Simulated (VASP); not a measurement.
# K (Im-3m) in VASP: further runs

The runs below take K through electric field gradients, with PBEsol.

Everything below comes from runs of VASP 6.6.1. Logs are shortened: lines on timing, memory, paths and dates and some standing lists are left out, and cuts for length are marked.

## 1. The cell of the first run

The structure is cubic, space group Im-3m (No. 229). The conventional cell has a = 5.253 Å, b = 5.253 Å, c = 5.253 Å, α = 90.00°, β = 90.00°, γ = 90.00°.

## 2. Electric field gradients, PBEsol (72.49 Å³/atom)

INCAR reads:

```
PREC = Accurate ; ENCUT = 520
EDIFF = 1E-8 ; ISMEAR = -1
SIGMA = 0.08 ; LREAL = False
LASPH = True ; NELM = 80
ALGO = Normal ; ISIF = 2
LWAVE = False ; LCHARG = False
GGA = PS ; LEFG = True
NBANDS = 10
```

KPOINTS reads:

```
regular mesh
0
Gamma
  10 10 10
```

POSCAR reads:

```
K
1.0
   -2.6266977383      2.6266977383      2.6266977383
    2.6266977383     -2.6266977383      2.6266977383
    2.6266977383      2.6266977383     -2.6266977383
K
1
Direct
    0.0000000000      0.0000000000      0.0000000000
```

Potentials or basis: VASP PAW PBE potentials, release 64 (K_sv).

Launch:

```
> cat potpaw_PBE.64/K_sv/POTCAR > POTCAR
> mpirun -np 1 vasp_std > vasp.out
```

OUTCAR:

```text
PREC = Accurate
   ENCUT = 520
   EDIFF = 1E-8
   ISMEAR = -1
   LREAL = False
   LASPH = True
   NELM = 80
   ISIF = 2
   GGA = PS

 ion  position               nearest neighbor table
   1  0.000  0.000  0.000-

  LATTYP: Found a body centered cubic cell.
 ALAT       =     5.2533954766

  Lattice vectors:

 A1 = (  -2.6266977383,   2.6266977383,   2.6266977383)
 A2 = (   2.6266977383,  -2.6266977383,   2.6266977383)
 A3 = (   2.6266977383,   2.6266977383,  -2.6266977383)

Analysis of symmetry for initial positions (statically):
=====================================================================
 Subroutine PRICEL returns:
 Original cell was already a primitive cell.

 Routine SETGRP: Setting up the symmetry group for a
 body centered cubic supercell.

 Subroutine GETGRP returns: Found 48 space group operations
 (whereof 48 operations were pure point group operations)
 out of a pool of 48 trial point group operations.

The static configuration has the point symmetry O_h .

Analysis of symmetry for dynamics (positions and initial velocities):
=====================================================================
 Subroutine PRICEL returns:
 Original cell was already a primitive cell.

 Routine SETGRP: Setting up the symmetry group for a
 body centered cubic supercell.

 Subroutine GETGRP returns: Found 48 space group operations
 (whereof 48 operations were pure point group operations)
 out of a pool of 48 trial point group operations.

The dynamic configuration has the point symmetry O_h .

 Subroutine INISYM returns: Found 48 space group operations
 (whereof 48 operations are pure point group operations),
 and found     1 'primitive' translations

----------------------------------------------------------------------------------------

                                     Primitive cell

  volume of cell :      72.4920

  direct lattice vectors                    reciprocal lattice vectors
    -2.626697738  2.626697738  2.626697738     0.000000000  0.190353078  0.190353078
     2.626697738 -2.626697738  2.626697738     0.190353078  0.000000000  0.190353078
     2.626697738  2.626697738 -2.626697738     0.190353078  0.190353078  0.000000000

  length of vectors
[... 112 lines left out ...]
  energy-cutoff  :      520.00
  volume of cell :       72.49
 maximum number of plane-waves:      1969
 NGX is ok and might be reduce to    36
   NGX = 17   NGY = 17   NGZ = 17

 number of electron       9.0000001 magnetization

 Free energy of the ion-electron system (eV)
  ---------------------------------------------------
  ext. energy  EPLUGINS =         0.00000000
  ---------------------------------------------------
  free energy    TOTEN  =        -1.13977185 eV

  energy without entropy =       -1.12159906  energy(sigma->0) =       -1.13068546

 E-fermi :  -0.1380     XC(G=0):  -5.7325

 val. band max:       -0.1468481162   @ k =   0.3000   0.2000  -0.0000
 cond. band min:      -0.0515038947   @ k =  -0.4000   0.4000   0.2000
 fundamental gap:      0.0953442215
 Fermi energy:        -0.1380383162

 k-point     1 :       0.0000    0.0000    0.0000
  band No.  band energies     occupation
      1     -32.1200      2.00000
      2     -15.6288      2.00000
      3     -15.6288      2.00000
      4     -15.6288      2.00000
      5      -2.3150      2.00000
      6       4.1741      0.00000
      7       4.1741      0.00000
      8       4.1741      0.00000
      9       5.1036      0.00000
     10       5.1036      0.00000
[... 287 lines left out ...]
 k-point    24 :      -0.3000    0.3000    0.1000
  band No.  band energies     occupation
      1     -32.1167      2.00000
      2     -15.6754      2.00000
      3     -15.6473      2.00000
      4     -15.6342      2.00000
      5      -1.1176      1.99999
      6       2.3930      0.00000
      7       3.3470      0.00000
      8       4.2489      0.00000
      9       5.0605      0.00000
     10       5.4867      0.00000

 [... further k-points ...]
[... 5 lines left out ...]
  --------------------------------------------------------------------------------------
  -------------------------------------------------------------------------------------
  Total       -0.0353608     -0.0353608     -0.0353608     -0.0000000     -0.0000000     -0.0000000
  in kB       -0.7815248     -0.7815248     -0.7815248     -0.0000000     -0.0000000     -0.0000000
  external PRESSURE =      -0.7815248 kB  Pullay stress =       0.0000000 kB

 VOLUME and BASIS-vectors are now :
 -----------------------------------------------------------------------------
  energy-cutoff  :      520.00
  volume of cell :       72.49
      direct lattice vectors                 reciprocal lattice vectors
    -2.626697738  2.626697738  2.626697738     0.000000000  0.190353078  0.190353078
     2.626697738 -2.626697738  2.626697738     0.190353078  0.000000000  0.190353078
     2.626697738  2.626697738 -2.626697738     0.190353078  0.190353078  0.000000000

 POSITION                                       TOTAL-FORCE (eV/Angst)
 -----------------------------------------------------------------------------------
      0.00000      0.00000      0.00000         0.000000     -0.000000      0.000000
 -----------------------------------------------------------------------------------
    total drift:                               -0.000000      0.000000      0.000000

  FREE ENERGIE OF THE ION-ELECTRON SYSTEM (eV)
  ---------------------------------------------------
  free  energy   TOTEN  =        -1.1397718527 eV

  energy  without entropy=       -1.1215990633  energy(sigma->0) =       -1.13068546

 Electric field gradients (V/A^2)
---------------------------------------------------------------------
 ion       V_xx      V_yy      V_zz      V_xy      V_xz      V_yz
---------------------------------------------------------------------
   1       0.000    -0.000    -0.000     0.000     0.000     0.000
---------------------------------------------------------------------

 Electric field gradients after diagonalization (V/A^2)
 (convention: |V_zz| > |V_xx| > |V_yy|)
----------------------------------------------------------------------
 ion       V_xx      V_yy      V_zz     asymmetry (V_yy - V_xx)/ V_zz
----------------------------------------------------------------------
   1      -0.000    -0.000     0.001       0.000
----------------------------------------------------------------------

           NMR quadrupolar parameters

 Cq : quadrupolar parameter    Cq=e*Q*V_zz/h
 eta: asymmetry parameters     (V_yy - V_xx)/ V_zz
 Q  : nuclear electric quadrupole moment in mb (millibarn)
----------------------------------------------------------------------
 ion       Cq(MHz)       eta       Q (mb)
----------------------------------------------------------------------
   1       0.000       0.000       1.000
----------------------------------------------------------------------
```

OSZICAR:

```text
N       E                     dE             d eps       ncg     rms          rms(c)
DAV:   1     0.465768770571E+02    0.46577E+02   -0.35734E+03   940   0.688E+02
DAV:   2     0.608154719072E+00   -0.45969E+02   -0.45150E+02  1004   0.193E+02
DAV:   3    -0.109667409597E+01   -0.17048E+01   -0.16984E+01  1512   0.291E+01
DAV:   4    -0.114029810163E+01   -0.43624E-01   -0.43422E-01  1258   0.426E+00
DAV:   5    -0.114195427590E+01   -0.16562E-02   -0.16560E-02  1474   0.511E-01    0.198E+00
DAV:   6    -0.114014917597E+01    0.18051E-02   -0.35419E-03  1428   0.408E-01    0.128E+00
DAV:   7    -0.113974546757E+01    0.40371E-03   -0.59779E-03  1366   0.486E-01    0.882E-02
DAV:   8    -0.113975726802E+01   -0.11800E-04   -0.42480E-04  1272   0.225E-01    0.275E-02
DAV:   9    -0.113977352467E+01   -0.16257E-04   -0.21478E-05  1238   0.395E-02    0.165E-02
DAV:  10    -0.113977217387E+01    0.13508E-05   -0.55153E-06  1392   0.183E-02    0.305E-03
DAV:  11    -0.113977187328E+01    0.30059E-06   -0.10827E-07  1148   0.306E-03    0.330E-04
DAV:  12    -0.113977183574E+01    0.37546E-07   -0.66971E-09  1114   0.507E-04    0.871E-05
DAV:  13    -0.113977186306E+01   -0.27322E-07   -0.10079E-09   640   0.210E-04    0.732E-05
DAV:  14    -0.113977185199E+01    0.11064E-07   -0.38418E-10   574   0.118E-04    0.211E-05
DAV:  15    -0.113977185274E+01   -0.75056E-09   -0.19476E-10   566   0.582E-05
   1 F= -.11397719E+01 E0= -.11306855E+01  d E =-.181728E-01
```

stdout:

```text
POSCAR found type information on POSCAR K
 POSCAR found :  1 types and       1 ions
 scaLAPACK will be used
 -----------------------------------------------------------------------------
|                                                                             |
|                                                                             |
|     You enforced a specific xc type in the INCAR file but a different       |
|     I HOPE YOU KNOW WHAT YOU ARE DOING!                                     |
|                                                                             |
 -----------------------------------------------------------------------------

 LDA part: xc-table for (Slater+PW92), standard interpolation
 POSCAR, INCAR and KPOINTS ok, starting setup
 FFT: planning ... GRIDC
 FFT: planning ... GRID_SOFT
 FFT: planning ... GRID
 WAVECAR not read
 entering main loop
ion   1
```

Wall time 15 s (1 thread of Intel Xeon 6975P-C (Granite Rapids), shared host); peak memory 0.2 GiB.

Results:

| Item | Value |
| --- | --- |
| Free energy | -1.1398 eV |
| Pressure | -0.1 GPa |
| Band gap on the k mesh | zero (an odd number of electrons rules out a gap without spin polarisation) |
| Largest electric field gradient by atom | zero within the noise of the run |

Caveat: the PAW data sets were made with another functional, which shifts forces and pressure a little.

## 3. Electric field gradients, PBEsol (72.49 Å³/atom)

INCAR reads:

```
SYSTEM = K
  ALGO = Normal
  EDIFF = 1E-8
  ENCUT = 520
  GGA = PS
  ISIF = 2
  ISMEAR = -1
  LASPH = .True.
  LCHARG = .False.
  LEFG = .True.
  LREAL = .False.
  LWAVE = .False.
  NBANDS = 10
  NELM = 100
  PREC = Accurate
  SIGMA = 0.08
```

KPOINTS reads:

```
k-points
0
Gamma
  10 10 10
  0 0 0
```

POSCAR is that of step 2.

Potentials or basis: VASP PAW PBE potentials, release 64 (K_sv).

Launch:

```
> cat potpaw_PBE.64/K_sv/POTCAR > POTCAR
> mpirun -np 1 vasp_std > vasp.out
```

OUTCAR:

```text
SYSTEM = K
   EDIFF = 1E-8
   ENCUT = 520
   GGA = PS
   ISIF = 2
   ISMEAR = -1
   LASPH = .True.
   LREAL = .False.
   NELM = 100
   PREC = Accurate

 ion  position               nearest neighbor table
   1  0.000  0.000  0.000-

  LATTYP: Found a body centered cubic cell.
 ALAT       =     5.2533954766

  Lattice vectors:

 A1 = (  -2.6266977383,   2.6266977383,   2.6266977383)
[... 519 lines left out ...]
    total drift:                               -0.000000      0.000000      0.000000

  FREE ENERGIE OF THE ION-ELECTRON SYSTEM (eV)
  ---------------------------------------------------
  free  energy   TOTEN  =        -1.1397718527 eV

  energy  without entropy=       -1.1215990633  energy(sigma->0) =       -1.13068546

 Electric field gradients (V/A^2)
---------------------------------------------------------------------
 ion       V_xx      V_yy      V_zz      V_xy      V_xz      V_yz
---------------------------------------------------------------------
   1       0.000    -0.000    -0.000     0.000     0.000     0.000
---------------------------------------------------------------------

 Electric field gradients after diagonalization (V/A^2)
 (convention: |V_zz| > |V_xx| > |V_yy|)
----------------------------------------------------------------------
 ion       V_xx      V_yy      V_zz     asymmetry (V_yy - V_xx)/ V_zz
----------------------------------------------------------------------
   1      -0.000    -0.000     0.001       0.000
----------------------------------------------------------------------

           NMR quadrupolar parameters

 Cq : quadrupolar parameter    Cq=e*Q*V_zz/h
 eta: asymmetry parameters     (V_yy - V_xx)/ V_zz
 Q  : nuclear electric quadrupole moment in mb (millibarn)
----------------------------------------------------------------------
 ion       Cq(MHz)       eta       Q (mb)
----------------------------------------------------------------------
   1       0.000       0.000       1.000
----------------------------------------------------------------------
```

Run time: 15 s. Hardware: 1 thread of Intel Xeon 6975P-C (Granite Rapids), shared host; peak memory 0.2 GiB.

Results:

```
Free energy                             : -1.1398 eV
Pressure                                : -0.1 GPa
Band gap on the k mesh                  : zero (an odd number of electrons rules out a gap without spin polarisation)
Largest electric field gradient by atom : zero within the noise of the run
```

Caveat: the PAW data sets were made with another functional, which shifts forces and pressure a little.

## 4. Electric field gradients, PBEsol (73.21 Å³/atom)

This run uses another cell than the first one, of 73.21 Å³/atom.

INCAR reads:

```
PREC = Accurate
ENCUT = 520
EDIFF = 1E-8
ISMEAR = -1
SIGMA = 0.08
LREAL = F
LASPH = T
NELM = 100
ALGO = Normal
ISIF = 2
LWAVE = F
LCHARG = F
GGA = PS
LEFG = T
NBANDS = 10
```

KPOINTS reads:

```
regular mesh
0
Gamma
  10 10 10
```

POSCAR reads:

```
K
1.0
   -2.6353382536      2.6353382536      2.6353382536
    2.6353382536     -2.6353382536      2.6353382536
    2.6353382536      2.6353382536     -2.6353382536
K
1
Direct
    0.0000000000      0.0000000000      0.0000000000
```

Potentials or basis: VASP PAW PBE potentials, release 64 (K_sv).

Launch:

```
> cat potpaw_PBE.64/K_sv/POTCAR > POTCAR
> mpirun -np 1 vasp_std > vasp.out
```

OUTCAR:

```text
PREC = Accurate
   ENCUT = 520
   EDIFF = 1E-8
   ISMEAR = -1
   LREAL = F
   LASPH = T
   NELM = 100
   ISIF = 2
   GGA = PS

 ion  position               nearest neighbor table
   1  0.000  0.000  0.000-

  LATTYP: Found a body centered cubic cell.
 ALAT       =     5.2706765072

  Lattice vectors:

 A1 = (  -2.6353382536,   2.6353382536,   2.6353382536)
 A2 = (   2.6353382536,  -2.6353382536,   2.6353382536)
[... 518 lines left out ...]
    total drift:                               -0.000000      0.000000      0.000000

  FREE ENERGIE OF THE ION-ELECTRON SYSTEM (eV)
  ---------------------------------------------------
  free  energy   TOTEN  =        -1.1394026946 eV

  energy  without entropy=       -1.1211724849  energy(sigma->0) =       -1.13028759

 Electric field gradients (V/A^2)
---------------------------------------------------------------------
 ion       V_xx      V_yy      V_zz      V_xy      V_xz      V_yz
---------------------------------------------------------------------
   1       0.000    -0.000    -0.000     0.000     0.000     0.000
---------------------------------------------------------------------

 Electric field gradients after diagonalization (V/A^2)
 (convention: |V_zz| > |V_xx| > |V_yy|)
----------------------------------------------------------------------
 ion       V_xx      V_yy      V_zz     asymmetry (V_yy - V_xx)/ V_zz
----------------------------------------------------------------------
   1      -0.000    -0.000     0.001       0.000
----------------------------------------------------------------------

           NMR quadrupolar parameters

 Cq : quadrupolar parameter    Cq=e*Q*V_zz/h
 eta: asymmetry parameters     (V_yy - V_xx)/ V_zz
 Q  : nuclear electric quadrupole moment in mb (millibarn)
----------------------------------------------------------------------
 ion       Cq(MHz)       eta       Q (mb)
----------------------------------------------------------------------
   1       0.000       0.000       1.000
----------------------------------------------------------------------
```

Wall time 15 s (1 thread of Intel Xeon 6975P-C (Granite Rapids), shared host); peak memory 0.2 GiB.

Results:

| Quantity | Value |
| --- | --- |
| Free energy | -1.1394 eV |
| Pressure | -0.1 GPa |
| Band gap on the k mesh | zero (an odd number of electrons rules out a gap without spin polarisation) |
| Largest electric field gradient by atom | zero within the noise of the run |

Levels at points of the mesh, in eV from the Fermi level:
| k point | band 2 | band 3 | band 4 | band 5 | band 6 | band 7 | band 8 | band 9 |
| --- | --- | --- | --- | --- | --- | --- | --- | --- |
| (0.00, 0.00, 0.00) | -15.50 | -15.50 | -15.50 | -2.16 | 4.30 | 4.30 | 4.30 | 5.23 |
| (0.50, 0.00, 0.00) | -15.57 | -15.52 | -15.50 | 0.45 | 0.69 | 3.17 | 4.89 | 5.76 |
| (0.50, 0.50, 0.50) | -15.55 | -15.55 | -15.55 | 1.68 | 1.68 | 3.48 | 3.48 | 3.48 |

Caveat: the PAW data sets were made with another functional, which shifts forces and pressure a little.

[end of part 1 of 2]
